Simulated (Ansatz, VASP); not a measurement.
# Cu in VASP and in Ansatz

```
Cu
1.0
     2.72437    0.00000    0.00000
    -1.36218    2.35937    0.00000
     0.00000    0.00000    8.89864
Cu
4
Direct
  0.00000 0.00000 0.00000
  0.00000 0.00000 0.50000
  0.33333 0.66667 0.25000
  0.66667 0.33333 0.75000
```

Alike in both runs: task single point; functional r2SCAN; k mesh 6 × 6 × 2; occupations gaussian, width 0.1 eV; no spin polarisation.

|  | VASP | Ansatz |
| --- | --- | --- |
| version | VASP 6.6.1 | Ansatz 0.2.0 |
| potentials or method | VASP PAW PBE potentials, release 64 (Cu), cutoff 520 eV | scalar-relativistic, plane waves, PAW |
| valence electrons in the cell | 44 | 76 |

|  | VASP | Ansatz | Ansatz less VASP |
| --- | --- | --- | --- |
| gap on the k mesh at the Fermi level (eV) | none | none | - |
| pressure (GPa) | -19.8 | -20.2 | -0.36 |
| traceless stress, the component that is largest in VASP (GPa) | -2.10 | -2.04 | +0.059 |

VASP's potentials were made for PBE, not for r2SCAN. A gap of «none» marks a metal or a gap that the smearing closes. VASP's potentials hold 44 valence electrons a cell and Ansatz's 76, so a difference there can come from the potentials and not from the codes.

The k mesh is coarse, so the values compare programs but aren't converged.
